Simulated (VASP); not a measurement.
# Fe (Fm-3m) in VASP: a series of runs

Runs on Fe. Level: PBEsol. Tasks: single point.

Everything below comes from runs of VASP 6.6.1. Logs are shortened: lines on timing, memory, paths and dates and some standing lists are left out, and cuts for length are marked.

**1. The cell of the first run**

Symmetry: Fm-3m, No. 225, cubic system. The conventional cell has a = 3.405 Å, b = 3.405 Å, c = 3.405 Å, α = 90.00°, β = 90.00°, γ = 90.00°. Fe (site symmetry m-3m) has 12 Fe at 2.41 Å within 3.2 Å.

**2. Single point, PBEsol, collinear spin, ferromagnetic start**

INCAR reads:

```
SYSTEM = Fe
PREC = Accurate
ENCUT = 520
EDIFF = 1E-6
ISMEAR = -1
SIGMA = 0.05
LREAL = .False.
LASPH = .True.
NELM = 150
ALGO = Normal
ISIF = 2
LWAVE = .False.
LCHARG = .False.
ISPIN = 2
MAGMOM = 2.5
LORBIT = 11
LMAXMIX = 4
GGA = PS
NBANDS = 14
```

KPOINTS reads:

```
regular mesh
0
Gamma
  18 18 18
  0 0 0
```

POSCAR reads:

```
Fe
1.0
    0.0000000000      1.7024983329      1.7024983329
    1.7024983329      0.0000000000      1.7024983329
    1.7024983329      1.7024983329      0.0000000000
Fe
1
Direct
    0.0000000000      0.0000000000      0.0000000000
```

Potentials or basis: VASP PAW PBE potentials, release 64 (Fe).

Run with:

```console
$ cat potpaw_PBE.64/Fe/POTCAR > POTCAR
$ mpirun -np 1 vasp_std > vasp.out
```

OUTCAR:

```text
SYSTEM = Fe
   PREC = Accurate
   ENCUT = 520
   EDIFF = 1E-6
   ISMEAR = -1
   LREAL = .False.
   LASPH = .True.
   NELM = 150
   ISIF = 2
   ISPIN = 2
   LORBIT = 11
   GGA = PS

 ion  position               nearest neighbor table
   1  0.000  0.000  0.000-

  LATTYP: Found a face centered cubic cell.
 ALAT       =     3.4049966658

  Lattice vectors:

 A1 = (   0.0000000000,   1.7024983329,   1.7024983329)
 A2 = (   1.7024983329,   0.0000000000,   1.7024983329)
 A3 = (   1.7024983329,   1.7024983329,   0.0000000000)

Analysis of symmetry for initial positions (statically):
=====================================================================
 Subroutine PRICEL returns:
 Original cell was already a primitive cell.

 Routine SETGRP: Setting up the symmetry group for a
 face centered cubic supercell.

 Subroutine GETGRP returns: Found 48 space group operations
 (whereof 48 operations were pure point group operations)
 out of a pool of 48 trial point group operations.

The static configuration has the point symmetry O_h .

Analysis of symmetry for dynamics (positions and initial velocities):
=====================================================================
 Subroutine PRICEL returns:
 Original cell was already a primitive cell.

 Routine SETGRP: Setting up the symmetry group for a
 face centered cubic supercell.

 Subroutine GETGRP returns: Found 48 space group operations
 (whereof 48 operations were pure point group operations)
 out of a pool of 48 trial point group operations.

The dynamic configuration has the point symmetry O_h .

Analysis of structural, dynamic, and magnetic symmetry:
=====================================================================
 Subroutine PRICEL returns:
 Original cell was already a primitive cell.

 Routine SETGRP: Setting up the symmetry group for a
 face centered cubic supercell.

 Subroutine GETGRP returns: Found 48 space group operations
 (whereof 48 operations were pure point group operations)
 out of a pool of 48 trial point group operations.

The overall configuration has the point symmetry O_h .

 Subroutine INISYM returns: Found 48 space group operations
 (whereof 48 operations are pure point group operations),
 and found     1 'primitive' translations

----------------------------------------------------------------------------------------

                                     Primitive cell

  volume of cell :       9.8694

  direct lattice vectors                    reciprocal lattice vectors
     0.000000000  1.702498333  1.702498333    -0.293686044  0.293686044  0.293686044
     1.702498333  0.000000000  1.702498333     0.293686044 -0.293686044  0.293686044
     1.702498333  1.702498333  0.000000000     0.293686044  0.293686044 -0.293686044

  length of vectors
     2.407696232  2.407696232  2.407696232     0.508679149  0.508679149  0.508679149

  position of ions in fractional coordinates (direct lattice)
     0.000000000  0.000000000  0.000000000

  ion indices of the primitive-cell ions
   primitive index   ion index
                 1           1

----------------------------------------------------------------------------------------

 KPOINTS: regular mesh

Automatic generation of k-mesh.
 Grid dimensions read from file:
 generate k-points for:   18   18   18

 Generating k-lattice:

  Cartesian coordinates                     Fractional coordinates (reciprocal lattice)
    -0.016315891  0.016315891  0.016315891     0.055555556  0.000000000  0.000000000
     0.016315891 -0.016315891  0.016315891     0.000000000  0.055555556  0.000000000
     0.016315891  0.016315891 -0.016315891     0.000000000  0.000000000  0.055555556

  Length of vectors
     0.028259953  0.028259953  0.028259953

  Shift w.r.t. Gamma in fractional coordinates (k-lattice)
     0.000000000  0.000000000  0.000000000

 Subroutine IBZKPT returns following result:
 ===========================================

 Found    195 irreducible k-points:

 Following reciprocal coordinates:
            Coordinates               Weight
  0.000000  0.000000  0.000000      1.000000
  0.055556  0.000000  0.000000      8.000000
  0.111111  0.000000  0.000000      8.000000
  0.166667  0.000000  0.000000      8.000000
  0.222222  0.000000  0.000000      8.000000
  0.277778  0.000000  0.000000      8.000000
[... 16 lines left out ...]
 -0.277778  0.055556  0.000000     24.000000
 -0.222222  0.055556  0.000000     24.000000
 [... further k-points ...]
   k-points           NKPTS =    195   k-points in BZ     NKDIM =    195   number of bands    NBANDS=     14
   number of dos      NEDOS =    301   number of ions     NIONS =      1
   total plane-waves  NPLWV =   5832
   dimension x,y,z NGX =    18 NGY =   18 NGZ =   18
   dimension x,y,z NGXF=    36 NGYF=   36 NGZF=   36
   ions per type =               1
   NGX,Y,Z   is equivalent  to a cutoff of  12.43, 12.43, 12.43 a.u.
   NGXF,Y,Z  is equivalent  to a cutoff of  24.86, 24.86, 24.86 a.u.
 SYSTEM =  Fe
   PREC   = accura    normal or accurate (medium, high low for compatibility)
   ISTART =      0    job   : 0-new  1-cont  2-samecut
   ICHARG =      2    charge: 1-file 2-atom 10-const
   ISPIN  =      2    spin polarized calculation?
   LNONCOLLINEAR =      F non collinear calculations
   LSORBIT =      F    spin-orbit coupling
   LASPH  =      T    aspherical Exc in radial PAW
   ENCUT  =  520.0 eV  38.22 Ry    6.18 a.u.   4.48  4.48  4.48*2*pi/ulx,y,z
   NELM   =    150;   NELMIN=  2; NELMDL= -5     # of ELM steps
   EDIFF  = 0.1E-05   stopping-criterion for ELM
   LREAL  =      F    real-space projection
   EDIFFG = 0.1E-04   stopping-criterion for IOM
   NSW    =      0    number of steps for IOM
   IBRION =     -1    ionic relax: 0-MD 1-quasi-New 2-CG
   NFREE  =      0    steps in history (QN), initial steepest desc. (CG)
   ISIF   =      2    stress and relaxation
   ISYM   =      2    0-nonsym 1-usesym 2-fastsym
   POTIM  = 0.5000    time-step for ionic-motion
   TEBEG  =    0.0;   TEEND  =   0.0 temperature during run
   PSTRESS=    0.0 pullay stress
   NELECT =       8.0000    total number of electrons
   NUPDOWN=      -1.0000    fix difference up-down
   EMIN   =  10.00;   EMAX   =-10.00  energy-range for DOS
   EFERMI =   0.00;   METHOD = LEGACY
   ISMEAR =    -1;   SIGMA  =   0.05  broadening in eV -4-tet -1-fermi 0-gaus
   EFERMI_NEDOS =   21; number of points for ismear=-14 and -15
   IALGO  =     38    algorithm
   IMIX   =      4    mixing-type and parameters
     AMIX     =   0.40;   BMIX     =  1.00
     AMIX_MAG =   1.60;   BMIX_MAG =  1.00
  volume/ion in A,a.u.               =       9.87        66.60
  Fermi-wavevector in a.u.,A,eV,Ry     =   1.526423  2.884521 31.701113  2.329966
  Thomas-Fermi vector in A             =   2.634458
   LORBIT       =     11    0 simple, 1 ext, 2 COOP (PROOUT), +10 PAW based schemes
   GGA     = PS    functional components
   LHFCALC =     F    Hartree Fock is set to
   AEXX    =    0.0000 exact exchange contribution
   IVDW    =     0    specifies the selected vdW correction
   LEPSILON=     F    determine dielectric tensor
   LRPA    =     F    only Hartree local field effects (RPA)
 spin polarized calculation
  energy-cutoff  :      520.00
  volume of cell :        9.87
 maximum number of plane-waves:       283
 NGX is ok and might be reduce to    18
   NGX =  9   NGY =  9   NGZ =  9

 number of electron       8.0000003 magnetization       0.0213588

 Free energy of the ion-electron system (eV)
  ---------------------------------------------------
  ext. energy  EPLUGINS =         0.00000000
  ---------------------------------------------------
  free energy    TOTEN  =        -8.85895009 eV

  energy without entropy =       -8.84523511  energy(sigma->0) =       -8.85209260

 E-fermi :   7.0309     XC(G=0): -14.1415

 val. band max:        7.0278433717   @ k =   0.3889   0.2778   0.0000
 cond. band min:       7.0328537996   @ k =   0.2778   0.0556   0.0000
 fundamental gap:      0.0050104279
 Fermi energy:         7.0309013167

 spin component 1

 k-point     1 :       0.0000    0.0000    0.0000
  band No.  band energies     occupation
      1      -2.0366      1.00000
      2       5.3162      1.00000
      3       5.3162      1.00000
      4       5.3162      1.00000
      5       6.9595      0.80661
      6       6.9595      0.80661
      7      30.6751      0.00000
      8      36.4039      0.00000
      9      36.4039      0.00000
     10      36.4039      0.00000
     11      40.1802      0.00000
     12      40.1802      0.00000
     13      40.1802      0.00000
     14      41.6626      0.00000

 k-point     2 :       0.0556    0.0000    0.0000
  band No.  band energies     occupation
      1      -1.9007      1.00000
      2       5.2635      1.00000
      3       5.3571      1.00000
      4       5.3571      1.00000
      5       6.9392      0.86218
      6       6.9392      0.86218
      7      30.5597      0.00000
      8      34.8367      0.00000
      9      36.2701      0.00000
     10      36.2702      0.00000
     11      40.4192      0.00000
     12      40.4192      0.00000
     13      40.5457      0.00000
     14      43.0972      0.00000
[... 343 lines left out ...]
      1       1.1225      1.00000
      2       4.7888      1.00000
      3       5.4878      1.00000
      4       5.5815      1.00000
      5       7.1112      0.16711
      6       7.6407      0.00001
      7      21.8157      0.00000
      8      29.9192      0.00000
      9      33.7750      0.00000
     10      36.9933      0.00000
     11      37.9508      0.00000
     12      39.2495      0.00000
     13      43.6206      0.00000
     14      48.0173      0.00000

 k-point    24 :      -0.2222    0.0556    0.0000
  band No.  band energies     occupation
      1       0.3163      1.00000
      2       4.6966      1.00000
      3       5.5967      1.00000
      4       5.6786      1.00000
      5       6.8249      0.98401
      6       7.3242      0.00282
      7      24.3723      0.00000
      8      30.3963      0.00000
      9      34.3026      0.00000
     10      37.0257      0.00000
     11      39.0445      0.00000
     12      39.3953      0.00000
     13      43.6709      0.00000
     14      46.2787      0.00000

 [... further k-points ...]

 spin component 2

 k-point     1 :       0.0000    0.0000    0.0000
  band No.  band energies     occupation
      1      -2.0328      1.00000
      2       5.3301      1.00000
      3       5.3301      1.00000
      4       5.3301      1.00000
      5       6.9925      0.68325
      6       6.9925      0.68325
      7      30.6738      0.00000
      8      36.4107      0.00000
      9      36.4107      0.00000
     10      36.4107      0.00000
     11      40.1859      0.00000
     12      40.1859      0.00000
     13      40.1859      0.00000
     14      41.6586      0.00000

 k-point     2 :       0.0556    0.0000    0.0000
  band No.  band energies     occupation
      1      -1.8969      1.00000
      2       5.2772      1.00000
      3       5.3710      1.00000
      4       5.3710      1.00000
      5       6.9721      0.76413
      6       6.9721      0.76413
      7      30.5589      0.00000
      8      34.8424      0.00000
      9      36.2771      0.00000
     10      36.2771      0.00000
     11      40.4247      0.00000
     12      40.4247      0.00000
     13      40.5486      0.00000
     14      43.0967      0.00000
[... 343 lines left out ...]
      1       1.1277      1.00000
      2       4.7995      1.00000
      3       5.5088      1.00000
      4       5.6030      1.00000
      5       7.1358      0.10936
      6       7.6659      0.00000
      7      21.8235      0.00000
      8      29.9211      0.00000
      9      33.7807      0.00000
     10      37.0012      0.00000
     11      37.9581      0.00000
     12      39.2546      0.00000
     13      43.6243      0.00000
     14      48.0279      0.00000

 k-point    24 :      -0.2222    0.0556    0.0000
  band No.  band energies     occupation
      1       0.3207      1.00000
      2       4.7087      1.00000
      3       5.6156      1.00000
      4       5.6974      1.00000
      5       6.8523      0.97270
      6       7.3518      0.00163
      7      24.3792      0.00000
      8      30.3987      0.00000
      9      34.3081      0.00000
     10      37.0335      0.00000
     11      39.0479      0.00000
     12      39.4019      0.00000
     13      43.6745      0.00000
     14      46.2895      0.00000

 [... further k-points ...]
[... 5 lines left out ...]
  --------------------------------------------------------------------------------------
  -------------------------------------------------------------------------------------
  Total       -0.0038501     -0.0038501     -0.0038501      0.0000000      0.0000000      0.0000000
  in kB       -0.6250108     -0.6250108     -0.6250108      0.0000000      0.0000000      0.0000000
  external PRESSURE =      -0.6250108 kB  Pullay stress =       0.0000000 kB

 VOLUME and BASIS-vectors are now :
 -----------------------------------------------------------------------------
  energy-cutoff  :      520.00
  volume of cell :        9.87
      direct lattice vectors                 reciprocal lattice vectors
     0.000000000  1.702498333  1.702498333    -0.293686044  0.293686044  0.293686044
     1.702498333  0.000000000  1.702498333     0.293686044 -0.293686044  0.293686044
     1.702498333  1.702498333  0.000000000     0.293686044  0.293686044 -0.293686044

 POSITION                                       TOTAL-FORCE (eV/Angst)
 -----------------------------------------------------------------------------------
      0.00000      0.00000      0.00000         0.000000      0.000000      0.000000
 -----------------------------------------------------------------------------------
    total drift:                                0.000000     -0.000000     -0.000000

  FREE ENERGIE OF THE ION-ELECTRON SYSTEM (eV)
  ---------------------------------------------------
  free  energy   TOTEN  =        -8.8589500857 eV

  energy  without entropy=       -8.8452351144  energy(sigma->0) =       -8.85209260

 total charge

# of ion       s       p       d       tot
------------------------------------------
    1        0.558   0.673   6.368   7.598

 magnetization (x)

# of ion       s       p       d       tot
------------------------------------------
    1       -0.000  -0.000   0.022   0.021
```

Run time: 70 s. Hardware: 1 thread of Intel Xeon 6975P-C (Granite Rapids), shared host; peak memory 0.16 GiB.

Results:

```yaml
Free_energy: -8.8590 eV
Pressure: -0.1 GPa
Band_gap_on_the_k_mesh: zero (filled and empty bands overlap)
Net_moment: 0.02 μB per cell
Site_moments: Fe +0.02 μB
Valence_electrons_inside_the_program's_atomic_spheres: Fe 7.60
```

Caveat: the starting moments collapsed, and a magnetic state may lie lower; the PAW data sets were made with another functional, which shifts forces and pressure a little.

**3. Single point, PBEsol, collinear spin, ferromagnetic start (volume scaled by 1.04)**

INCAR reads:

```
ALGO = Normal ; EDIFF = 1E-6
ENCUT = 520 ; GGA = PS
ISIF = 2 ; ISMEAR = -1
ISPIN = 2 ; LASPH = True
LCHARG = True ; LELF = True
LMAXMIX = 4 ; LORBIT = 11
LREAL = False ; LVHAR = True
LWAVE = False ; MAGMOM = 2.5
NBANDS = 14 ; NELM = 150
PREC = Accurate ; SIGMA = 0.05
```

KPOINTS reads:

```
k-points
0
Gamma
  18 18 18
```

POSCAR reads:

```
Fe
1.0
    0.0000000000      1.7249021960      1.7249021960
    1.7249021960      0.0000000000      1.7249021960
    1.7249021960      1.7249021960      0.0000000000
Fe
1
Direct
    0.0000000000      0.0000000000      0.0000000000
```

Potentials or basis: VASP PAW PBE potentials, release 64 (Fe).

Run with:

```console
$ cat potpaw_PBE.64/Fe/POTCAR > POTCAR
$ mpirun -np 1 vasp_std > vasp.out
```

Wall time 50 s (1 thread of Intel Xeon 6975P-C (Granite Rapids), shared host); peak memory 0.16 GiB.

It converged, with:

```yaml
Free_energy: -8.8446 eV
Pressure: -7.4 GPa
Net_moment: 0.76 μB per cell
Site_moments: Fe +0.74 μB
Valence_electrons_inside_the_program's_atomic_spheres: Fe 7.50
```

Levels at points of the mesh, in eV from the Fermi level:
Spin up:
| k point | band 1 | band 2 | band 3 | band 4 | band 5 | band 6 | band 7 | band 8 |
| --- | --- | --- | --- | --- | --- | --- | --- | --- |
| (0.00, 0.00, 0.00) | -8.99 | -1.94 | -1.94 | -1.94 | -0.64 | -0.64 | 23.25 | 28.56 |
| (0.50, 0.00, 0.00) | -5.08 | -2.17 | -2.17 | 0.04 | 0.55 | 0.55 | 8.02 | 21.80 |
| (0.50, 0.50, 0.00) | -5.33 | -4.46 | 0.37 | 0.92 | 0.92 | 3.08 | 11.35 | 16.00 |
Spin down:
| k point | band 2 | band 3 | band 4 | band 5 | band 6 | band 7 |
| --- | --- | --- | --- | --- | --- | --- |
| (0.00, 0.00, 0.00) | -1.39 | -1.39 | -1.39 | 0.45 | 0.45 | 23.18 |
| (0.50, 0.00, 0.00) | -1.36 | -1.36 | 0.14 | 1.39 | 1.39 | 8.45 |
| (0.50, 0.50, 0.00) | -4.03 | 1.51 | 1.55 | 1.55 | 3.20 | 11.94 |

Caveat: the PAW data sets were made with another functional, which shifts forces and pressure a little.
